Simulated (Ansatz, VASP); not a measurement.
## Ta2C3 in VASP and in Ansatz

```
CELL_PARAMETERS angstrom
2.96989 0.00000 0.00000
0.00000 2.96989 0.00000
0.00000 0.00000 5.88761
ATOMIC_POSITIONS crystal
Ta 0.00000 0.00000 0.54015
Ta 0.00000 0.00000 0.08878
C 0.50000 0.00000 0.81446
C 0.00000 0.50000 0.81446
C 0.50000 0.50000 0.31445
```

Alike in both runs: functional PBE; k mesh 4 × 4 × 4; occupations gaussian, width 0.1 eV; no spin polarisation.

Ansatz relaxed the structure, and its values are those at the end. VASP's run is a single point on that final structure, the one shown.

|  | VASP | Ansatz |
| --- | --- | --- |
| version | VASP 6.6.1 | Ansatz 0.2.0 |
| potentials or method | VASP PAW PBE potentials, release 64 (Ta_sv_GW, C), cutoff 600 eV | scalar-relativistic, plane waves, PAW |
| valence electrons in the cell | 38 | 38 |

Ansatz gave:

| Quantity | Value |
| --- | --- |
| gap on the k mesh at the Fermi level (eV) | none |
| pressure (GPa) | 0.0 |
| rms of the force components (eV/Å) | 0.003 |

Q: Estimate VASP's values.

A: gap on the k mesh at the Fermi level (eV): none; pressure (GPa): 0.1; rms of the force components (eV/Å): 0.013.

A gap of «none» marks a metal or a gap that the smearing closes.

The k mesh is coarse, so the values compare programs but aren't converged. Spin-orbit coupling is off throughout.
